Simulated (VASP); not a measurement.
A run of VASP 6.6.1:

INCAR

```
PREC     = Accurate       # precision mode
ENCUT    = 520            # plane-wave cutoff, eV
EDIFF    = 1E-6           # SCF threshold, eV
ISMEAR   = -1             # smearing method
SIGMA    = 0.05           # smearing width, eV
LREAL    = F              # projectors in reciprocal space
LASPH    = T              # aspherical terms in the spheres
NELM     = 60             # most SCF steps
ALGO     = Normal         # electronic algorithm
ISIF     = 2              # what is computed and relaxed
LWAVE    = F              # write WAVECAR
LCHARG   = F              # write CHGCAR
GGA      = CA             # functional
NBANDS   = 13             # bands
```

Contents of KPOINTS:

```
Automatic mesh
0
Gamma
  9 9 9
```

The input POSCAR:

```
SrMg
1.0
    3.9000000000      0.0390000000      0.0390000000
    0.0390000000      3.9000000000      0.0390000000
    0.0390000000      0.0390000000      3.9000000000
Sr Mg
1 1
Direct
    0.5000000000      0.5000000000      0.5000000000
    0.0000000000      0.0000000000      0.0000000000
```

Potentials or basis: VASP PAW LDA potentials, release 64 (Sr_sv, Mg).

The run is started by

```console
$ cat potpaw_LDA.64/Sr_sv/POTCAR potpaw_LDA.64/Mg/POTCAR > POTCAR
$ mpirun -np 1 vasp_std > vasp.out
```

Hardware: 1 thread of Intel(R) Xeon(R) Platinum 8375C CPU @ 2.90GHz (Ice Lake) (shared host).

Q: Estimate the wall time of this run.

A: Wall time 61 s on 1 thread of Intel(R) Xeon(R) Platinum 8375C CPU @ 2.90GHz (Ice Lake), on a shared host, peak memory 0.2 GiB. Counts: scf iterations 11, k points 85.
